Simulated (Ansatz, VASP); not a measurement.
**HfN in VASP and in Ansatz**

```
Hf N
1.0
     0.00000    2.25900    2.25900
     2.25900    0.00000    2.25900
     2.25900    2.25900    0.00000
Hf N
1 1
Direct
  0.50000 0.50000 0.50000
  0.00000 0.00000 0.00000
```

Alike in both runs: task single point; functional PBEsol; k mesh 14 × 14 × 14; occupations gaussian, width 0.05 eV; no spin polarisation.

|  | VASP | Ansatz |
| --- | --- | --- |
| version | VASP 6.6.1 | Ansatz 0.2.0 |
| potentials or method | VASP PAW PBE potentials, release 64 (Hf_pv, N), cutoff 520 eV | scalar-relativistic, plane waves, PAW |
| valence electrons in the cell | 15 | 31 |

Ansatz gave:

- gap on the k mesh at the Fermi level (eV): none
- pressure (GPa): -3.0

Problem. Estimate VASP's values.

Solution. gap on the k mesh at the Fermi level (eV): none; pressure (GPa): -5.2.

VASP's potentials were made for PBE, not for PBEsol. A gap of «none» marks a metal or a gap that the smearing closes. With one functional, cell and mesh, what is left measures potentials, basis and numerics. VASP's potentials hold 15 valence electrons a cell and Ansatz's 31, so a difference there can come from the potentials and not from the codes.

Spin-orbit coupling is off throughout.
